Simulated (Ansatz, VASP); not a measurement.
One calculation of Be, two programs

The input INCAR:

```
SYSTEM = Be
PREC = Accurate ; ENCUT = 520
EDIFF = 1E-6 ; ISMEAR = 0
SIGMA = 0.15 ; LREAL = .False.
LASPH = .True. ; NELM = 60
ALGO = Fast ; ISIF = 2
LWAVE = .False. ; LCHARG = .False.
GGA = PE ; IVDW = 12
NBANDS = 9
```

File KPOINTS:

```
Automatic mesh
0
Gamma
  24 24 12
  0 0 0
```

Contents of POSCAR:

```
Be
1.0
    2.2511737121      0.0000000000      0.0000000000
   -1.1255868561      1.9495736230      0.0000000000
    0.0000000000      0.0000000000      3.5585571504
Be
2
Direct
    0.2862733755      0.6666666667      0.2500000000
    0.7137266245      0.3333333333      0.7500000000
```

Input for Ansatz:

```yaml
crystal:
  lattice:
    - [2.2511737121, 0.0, 0.0]
    - [-1.1255868561, 1.949573623, 0.0]
    - [0.0, 0.0, 3.5585571504]
  atoms:
    - { symbol: Be, position: [0.2862733755, 0.6666666667, 0.25] }
    - { symbol: Be, position: [0.7137266245, 0.3333333333, 0.75] }
basis:
  ecutwfc: 520.0
kpoints:
  mp_grid: { grid: [24, 24, 12] }
hamiltonian:
  xc: pbe
  dispersion: d3bj
scf:
  occupations: { method: gaussian, width: 0.15 }
output:
  forces: true
  stress: true
  eigenvalues: true
```

Change from the starting cell: mode 4 frozen in at -0.104 Å, equal normal strain along x, y and z +0.0167.

Alike in both runs: task single point; functional PBE; dispersion D3(BJ); k mesh 24 × 24 × 12; occupations gaussian, width 0.15 eV; no spin polarisation.

|  | VASP | Ansatz |
| --- | --- | --- |
| version | VASP 6.6.1 | Ansatz 0.2.0 |
| potentials or method | VASP PAW PBE potentials, release 64 (Be), cutoff 520 eV | scalar-relativistic, plane waves, PAW |
| valence electrons in the cell | 4 | 4 |

VASP gave:

* gap on the k mesh at the Fermi level (eV): none
* pressure (GPa): -5.1
* traceless stress, the component that is largest in VASP (GPa): 5.32
* rms of the force components (eV/Å): 0.436

Problem. Which values does Ansatz return?

Solution. gap on the k mesh at the Fermi level (eV): none; pressure (GPa): -5.2; traceless stress, the component that is largest in VASP (GPa): 5.29; rms of the force components (eV/Å): 0.436.

Atom by atom the forces differ by 0.000 eV/Å (rms over components). A gap of «none» marks a metal or a gap that the smearing closes.
